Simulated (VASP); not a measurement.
Input of a VASP 6.6.1 run:

INCAR

```
ALGO = Normal
EDIFF = 1E-6
ENCUT = 520
GGA = PE
ISIF = 2
ISMEAR = 0
LASPH = True
LCHARG = False
LREAL = False
LWAVE = False
NBANDS = 20
NELM = 80
PREC = Accurate
SIGMA = 0.1
```

KPOINTS

```
k-points
0
Gamma
  4 4 4
```

POSCAR

```
LiAl4O
1.0
    2.4601644966     -5.3570155654      0.0000000000
    2.4601644966      5.3570155654      0.0000000000
    0.0000000000      0.0000000000      4.6199261959
Li Al O
1 4 1
Direct
    0.0000000000      0.0000000000      0.5000000000
    0.3381832941      0.6618167059      0.0000000000
    0.6618167059      0.3381832941      0.0000000000
    0.0000000000      0.5000000000      0.5000000000
    0.5000000000      0.0000000000      0.5000000000
    0.5000000000      0.5000000000      0.0000000000
```

Potentials or basis: VASP PAW PBE potentials, release 64 (Li_sv, Al, O).

Run with:

```console
$ cat potpaw_PBE.64/Li_sv/POTCAR potpaw_PBE.64/Al/POTCAR potpaw_PBE.64/O/POTCAR > POTCAR
$ mpirun -np 1 vasp_std > vasp.out
```

Problem. Estimate the largest force.

Solution. 0.028 eV/Å.

Forces on the atoms (eV/Å):
```
Li   0.000  0.000  0.000
Al   0.000  0.028  0.000
Al   0.000 -0.028  0.000
Al   0.000  0.000  0.000
Al   0.000  0.000  0.000
O    0.000  0.000  0.000
```

Caveat: an odd number of electrons without spin polarisation forces a metal; a magnetic or distorted state may lie lower.
